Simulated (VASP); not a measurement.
# Na (Im-3m) in VASP: settings compared

The runs below take Na through single point, with PBEsol, PBE, r2SCAN.

Everything below comes from runs of VASP 6.6.1. Logs are shortened: lines on timing, memory, paths and dates and some standing lists are left out, and cuts for length are marked.

**1. The cell of the first run**

It takes space group Im-3m (No. 229, cubic). The conventional cell has a = 4.235 Å, b = 4.235 Å, c = 4.235 Å, α = 90.00°, β = 90.00°, γ = 90.00°. Within 4.8 Å of Na (site symmetry m-3m) lie 14 Na at 3.67 to 4.24 Å.

**2. Single point, PBEsol**

The input, INCAR:

```
SYSTEM = Na
ALGO = Normal ; EDIFF = 1E-6
ENCUT = 520 ; GGA = PS
ISIF = 2 ; ISMEAR = -1
LASPH = .TRUE. ; LCHARG = .FALSE.
LREAL = .FALSE. ; LWAVE = .FALSE.
NBANDS = 10 ; NELM = 60
PREC = Accurate ; SIGMA = 0.03
```

The input, KPOINTS:

```
k-points
0
G
  11 11 11
  0 0 0
```

The input, POSCAR:

```
Na
1.0
   -2.1175000000      2.1175000000      2.1175000000
    2.1175000000     -2.1175000000      2.1175000000
    2.1175000000      2.1175000000     -2.1175000000
Na
1
Direct
    0.0000000000      0.0000000000      0.0000000000
```

Potentials or basis: VASP PAW PBE potentials, release 64 (Na_pv).

Launch:

```bash
cat potpaw_PBE.64/Na_pv/POTCAR > POTCAR
mpirun -np 1 vasp_std > vasp.out
```

OUTCAR:

```text
SYSTEM = Na
   EDIFF = 1E-6
   ENCUT = 520
   GGA = PS
   ISIF = 2
   ISMEAR = -1
   LASPH = .TRUE.
   LREAL = .FALSE.
   NELM = 60
   PREC = Accurate

 ion  position               nearest neighbor table
   1  0.000  0.000  0.000-

  LATTYP: Found a body centered cubic cell.
 ALAT       =     4.2350000000

  Lattice vectors:

 A1 = (  -2.1175000000,   2.1175000000,   2.1175000000)
 A2 = (   2.1175000000,  -2.1175000000,   2.1175000000)
 A3 = (   2.1175000000,   2.1175000000,  -2.1175000000)

Analysis of symmetry for initial positions (statically):
=====================================================================
 Subroutine PRICEL returns:
 Original cell was already a primitive cell.

 Routine SETGRP: Setting up the symmetry group for a
 body centered cubic supercell.

 Subroutine GETGRP returns: Found 48 space group operations
 (whereof 48 operations were pure point group operations)
 out of a pool of 48 trial point group operations.

The static configuration has the point symmetry O_h .

Analysis of symmetry for dynamics (positions and initial velocities):
=====================================================================
 Subroutine PRICEL returns:
 Original cell was already a primitive cell.

 Routine SETGRP: Setting up the symmetry group for a
 body centered cubic supercell.

 Subroutine GETGRP returns: Found 48 space group operations
 (whereof 48 operations were pure point group operations)
 out of a pool of 48 trial point group operations.

The dynamic configuration has the point symmetry O_h .

 Subroutine INISYM returns: Found 48 space group operations
 (whereof 48 operations are pure point group operations),
 and found     1 'primitive' translations

----------------------------------------------------------------------------------------

                                     Primitive cell

  volume of cell :      37.9778

  direct lattice vectors                    reciprocal lattice vectors
    -2.117500000  2.117500000  2.117500000     0.000000000  0.236127509  0.236127509
     2.117500000 -2.117500000  2.117500000     0.236127509  0.000000000  0.236127509
     2.117500000  2.117500000 -2.117500000     0.236127509  0.236127509  0.000000000

  length of vectors
     3.667617585  3.667617585  3.667617585     0.333934725  0.333934725  0.333934725

  position of ions in fractional coordinates (direct lattice)
     0.000000000  0.000000000  0.000000000

  ion indices of the primitive-cell ions
   primitive index   ion index
                 1           1

----------------------------------------------------------------------------------------

 KPOINTS: k-points

Automatic generation of k-mesh.
 Grid dimensions read from file:
 generate k-points for:   11   11   11

 Generating k-lattice:

  Cartesian coordinates                     Fractional coordinates (reciprocal lattice)
     0.000000000  0.021466137  0.021466137     0.090909091  0.000000000  0.000000000
     0.021466137  0.000000000  0.021466137     0.000000000  0.090909091  0.000000000
     0.021466137  0.021466137  0.000000000     0.000000000  0.000000000  0.090909091

  Length of vectors
     0.030357702  0.030357702  0.030357702

  Shift w.r.t. Gamma in fractional coordinates (k-lattice)
     0.000000000  0.000000000  0.000000000

 Subroutine IBZKPT returns following result:
 ===========================================

 Found     56 irreducible k-points:

 Following reciprocal coordinates:
            Coordinates               Weight
  0.000000  0.000000  0.000000      1.000000
  0.090909  0.000000  0.000000     12.000000
  0.181818  0.000000  0.000000     12.000000
  0.272727  0.000000  0.000000     12.000000
  0.363636  0.000000  0.000000     12.000000
  0.454545  0.000000  0.000000     12.000000
[... 16 lines left out ...]
  0.272727  0.181818  0.090909     48.000000
  0.363636  0.181818  0.090909     24.000000
 [... further k-points ...]
   k-points           NKPTS =     56   k-points in BZ     NKDIM =     56   number of bands    NBANDS=     10
   number of dos      NEDOS =    301   number of ions     NIONS =      1
   total plane-waves  NPLWV =  21952
   dimension x,y,z NGX =    28 NGY =   28 NGZ =   28
   dimension x,y,z NGXF=    56 NGYF=   56 NGZF=   56
   ions per type =               1
   NGX,Y,Z   is equivalent  to a cutoff of  12.69, 12.69, 12.69 a.u.
   NGXF,Y,Z  is equivalent  to a cutoff of  25.38, 25.38, 25.38 a.u.
 SYSTEM =  Na
   PREC   = accura    normal or accurate (medium, high low for compatibility)
   ISTART =      0    job   : 0-new  1-cont  2-samecut
   ICHARG =      2    charge: 1-file 2-atom 10-const
   ISPIN  =      1    spin polarized calculation?
   LNONCOLLINEAR =      F non collinear calculations
   LSORBIT =      F    spin-orbit coupling
   LASPH  =      T    aspherical Exc in radial PAW
   ENCUT  =  520.0 eV  38.22 Ry    6.18 a.u.   6.82  6.82  6.82*2*pi/ulx,y,z
   NELM   =     60;   NELMIN=  2; NELMDL= -5     # of ELM steps
   EDIFF  = 0.1E-05   stopping-criterion for ELM
   LREAL  =      F    real-space projection
   EDIFFG = 0.1E-04   stopping-criterion for IOM
   NSW    =      0    number of steps for IOM
   IBRION =     -1    ionic relax: 0-MD 1-quasi-New 2-CG
   NFREE  =      0    steps in history (QN), initial steepest desc. (CG)
   ISIF   =      2    stress and relaxation
   ISYM   =      2    0-nonsym 1-usesym 2-fastsym
   POTIM  = 0.5000    time-step for ionic-motion
   TEBEG  =    0.0;   TEEND  =   0.0 temperature during run
   PSTRESS=    0.0 pullay stress
   NELECT =       7.0000    total number of electrons
   NUPDOWN=      -1.0000    fix difference up-down
   EMIN   =  10.00;   EMAX   =-10.00  energy-range for DOS
   EFERMI =   0.00;   METHOD = LEGACY
   ISMEAR =    -1;   SIGMA  =   0.03  broadening in eV -4-tet -1-fermi 0-gaus
   EFERMI_NEDOS =   21; number of points for ismear=-14 and -15
   IALGO  =     38    algorithm
   IMIX   =      4    mixing-type and parameters
     AMIX     =   0.40;   BMIX     =  1.00
     AMIX_MAG =   1.60;   BMIX_MAG =  1.00
  volume/ion in A,a.u.               =      37.98       256.29
  Fermi-wavevector in a.u.,A,eV,Ry     =   0.931674  1.760609 11.810087  0.868017
  Thomas-Fermi vector in A             =   2.058192
   LORBIT       =      0    0 simple, 1 ext, 2 COOP (PROOUT), +10 PAW based schemes
   GGA     = PS    functional components
   LHFCALC =     F    Hartree Fock is set to
   AEXX    =    0.0000 exact exchange contribution
   IVDW    =     0    specifies the selected vdW correction
   LEPSILON=     F    determine dielectric tensor
   LRPA    =     F    only Hartree local field effects (RPA)
 non-spin polarized calculation
  energy-cutoff  :      520.00
  volume of cell :       37.98
 maximum number of plane-waves:      1055
   NGX = 13   NGY = 13   NGZ = 13

 number of electron       7.0000012 magnetization

 Free energy of the ion-electron system (eV)
  ---------------------------------------------------
  ext. energy  EPLUGINS =         0.00000000
  ---------------------------------------------------
  free energy    TOTEN  =        -1.40093259 eV

  energy without entropy =       -1.39973239  energy(sigma->0) =       -1.40033249

 E-fermi :   0.2467     XC(G=0):  -6.4378

 val. band max:        0.2059572711   @ k =  -0.3636   0.4545   0.0909
 cond. band min:       0.3398099140   @ k =   0.1818   0.1818   0.1818
 fundamental gap:      0.1338526429
 Fermi energy:         0.2467100096

 k-point     1 :       0.0000    0.0000    0.0000
  band No.  band energies     occupation
      1     -24.5669      2.00000
      2     -24.5669      2.00000
      3     -24.5669      2.00000
      4      -2.9887      2.00000
      5      11.8141      0.00000
      6      11.8141      0.00000
      7      11.8141      0.00000
      8      12.8046      0.00000
      9      12.8046      0.00000
     10      13.3365      0.00000

 k-point     2 :       0.0909    0.0000    0.0000
  band No.  band energies     occupation
      1     -24.5695      2.00000
      2     -24.5678      2.00000
      3     -24.5669      2.00000
      4      -2.8455      2.00000
      5      10.1304      0.00000
      6      11.0109      0.00000
      7      11.2912      0.00000
      8      11.8389      0.00000
      9      12.2138      0.00000
     10      13.6420      0.00000

 k-point     3 :       0.1818    0.0000    0.0000
  band No.  band energies     occupation
      1     -24.5766      2.00000
      2     -24.5702      2.00000
      3     -24.5669      2.00000
      4      -2.4185      2.00000
      5       7.8017      0.00000
      6       9.9882      0.00000
      7      10.5190      0.00000
      8      10.8617      0.00000
      9      11.7596      0.00000
     10      13.9040      0.00000

 k-point     4 :       0.2727    0.0000    0.0000
  band No.  band energies     occupation
      1     -24.5858      2.00000
      2     -24.5733      2.00000
      3     -24.5668      2.00000
      4      -1.7144      2.00000
      5       5.6458      0.00000
      6       9.1863      0.00000
      7       9.8935      0.00000
      8      10.1239      0.00000
      9      11.1949      0.00000
     10      14.5182      0.00000

 k-point     5 :       0.3636    0.0000    0.0000
  band No.  band energies     occupation
      1     -24.5943      2.00000
      2     -24.5762      2.00000
      3     -24.5668      2.00000
      4      -0.7445      2.00000
      5       3.7071      0.00000
      6       8.6452      0.00000
      7       9.4696      0.00000
      8       9.6328      0.00000
      9      10.7318      0.00000
     10      15.2426      0.00000

 k-point     6 :       0.4545    0.0000    0.0000
  band No.  band energies     occupation
      1     -24.5993      2.00000
      2     -24.5779      2.00000
      3     -24.5668      2.00000
      4       0.4651      0.00138
      5       2.0139      0.00000
      6       8.3734      0.00000
      7       9.2569      0.00000
      8       9.3878      0.00000
      9      10.4798      0.00000
     10      16.0169      0.00000

 k-point     7 :       0.0909    0.0909    0.0000
  band No.  band energies     occupation
      1     -24.5744      2.00000
      2     -24.5687      2.00000
      3     -24.5675      2.00000
      4      -2.5604      2.00000
      5       8.8236      0.00000
      6       9.2724      0.00000
      7      10.6230      0.00000
      8      11.6934      0.00000
      9      12.3605      0.00000
     10      13.7646      0.00000

 k-point     8 :       0.1818    0.0909    0.0000
  band No.  band energies     occupation
      1     -24.5822      2.00000
      2     -24.5716      2.00000
      3     -24.5678      2.00000
      4      -1.9949      2.00000
      5       6.7569      0.00000
      6       8.2316      0.00000
      7       9.8522      0.00000
      8      11.1514      0.00000
      9      12.3922      0.00000
     10      13.4047      0.00000

 k-point     9 :       0.2727    0.0909    0.0000
  band No.  band energies     occupation
      1     -24.5905      2.00000
      2     -24.5751      2.00000
      3     -24.5678      2.00000
      4      -1.1579      2.00000
      5       4.7334      0.00000
      6       7.5731      0.00000
      7       9.2668      0.00000
      8      10.5797      0.00000
      9      12.1698      0.00000
     10      13.7707      0.00000
[... 118 lines left out ...]
 k-point    19 :       0.2727    0.0909    0.0909
  band No.  band energies     occupation
      1     -24.5938      2.00000
      2     -24.5765      2.00000
      3     -24.5692      2.00000
      4      -0.4709      2.00000
      5       3.9422      0.00000
      6       6.4735      0.00000
      7       7.5461      0.00000
      8      12.3365      0.00000
      9      12.9904      0.00000
     10      15.4728      0.00000

 k-point    20 :       0.3636    0.0909    0.0909
  band No.  band energies     occupation
      1     -24.5968      2.00000
      2     -24.5792      2.00000
      3     -24.5693      2.00000
      4       0.7298      0.00000
      5       2.2728      0.00000
      6       6.2123      0.00000
      7       7.2785      0.00000
      8      12.0875      0.00000
      9      12.8183      0.00000
     10      16.2513      0.00000

 k-point    21 :      -0.0909    0.0909    0.0909
  band No.  band energies     occupation
      1     -24.5703      2.00000
      2     -24.5687      2.00000
      3     -24.5687      2.00000
      4      -2.7028      2.00000
      5       9.9789      0.00000
      6       9.9789      0.00000
      7      10.2998      0.00000
      8      11.6614      0.00000
      9      12.0882      0.00000
     10      13.7667      0.00000

 k-point    22 :       0.1818    0.1818    0.0909
  band No.  band energies     occupation
      1     -24.5923      2.00000
      2     -24.5750      2.00000
      3     -24.5710      2.00000
      4      -0.6075      2.00000
      5       4.9285      0.00000
      6       5.5070      0.00000
      7       7.1632      0.00000
      8      13.5344      0.00000
      9      14.0877      0.00000
     10      15.3295      0.00000

 k-point    23 :       0.2727    0.1818    0.0909
  band No.  band energies     occupation
      1     -24.5938      2.00000
      2     -24.5794      2.00000
      3     -24.5717      2.00000
      4       0.4726      0.00107
      5       3.3873      0.00000
      6       4.9156      0.00000
      7       6.7102      0.00000
      8      13.4547      0.00000
      9      14.5906      0.00000
     10      15.4096      0.00000

 k-point    24 :       0.3636    0.1818    0.0909
  band No.  band energies     occupation
      1     -24.5938      2.00000
      2     -24.5817      2.00000
      3     -24.5719      2.00000
      4       1.5845      0.00000
      5       2.0650      0.00000
      6       4.7667      0.00000
      7       6.5657      0.00000
      8      13.3642      0.00000
      9      14.7196      0.00000
     10      15.8368      0.00000

 [... further k-points ...]
[... 5 lines left out ...]
  --------------------------------------------------------------------------------------
  -------------------------------------------------------------------------------------
  Total       -0.0852451     -0.0852451     -0.0852451     -0.0000000      0.0000000      0.0000000
  in kB       -3.5962478     -3.5962478     -3.5962478     -0.0000000      0.0000000      0.0000000
  external PRESSURE =      -3.5962478 kB  Pullay stress =       0.0000000 kB

 VOLUME and BASIS-vectors are now :
 -----------------------------------------------------------------------------
  energy-cutoff  :      520.00
  volume of cell :       37.98
      direct lattice vectors                 reciprocal lattice vectors
    -2.117500000  2.117500000  2.117500000     0.000000000  0.236127509  0.236127509
     2.117500000 -2.117500000  2.117500000     0.236127509  0.000000000  0.236127509
     2.117500000  2.117500000 -2.117500000     0.236127509  0.236127509  0.000000000

 POSITION                                       TOTAL-FORCE (eV/Angst)
 -----------------------------------------------------------------------------------
      0.00000      0.00000      0.00000         0.000000      0.000000      0.000000
 -----------------------------------------------------------------------------------
    total drift:                               -0.000000     -0.000000     -0.000000

  FREE ENERGIE OF THE ION-ELECTRON SYSTEM (eV)
  ---------------------------------------------------
  free  energy   TOTEN  =        -1.4009325946 eV

  energy  without entropy=       -1.3997323857  energy(sigma->0) =       -1.40033249
```

Run time: 8.9 s. Hardware: 1 thread of Intel Xeon 6975P-C, shared host; peak memory 0.16 GiB.

What came out:

```
Free energy : -1.4009 eV
Pressure    : -0.4 GPa
```

Levels at points of the mesh, in eV from the Fermi level:
| k point | band 1 | band 2 | band 3 | band 4 | band 5 | band 6 | band 7 |
| --- | --- | --- | --- | --- | --- | --- | --- |
| (0.00, 0.00, 0.00) | -24.81 | -24.81 | -24.81 | -3.24 | 11.57 | 11.57 | 11.57 |

Caveat: the PAW data sets were made with another functional, which shifts forces and pressure a little.

(Continued in part 2 of 2.)
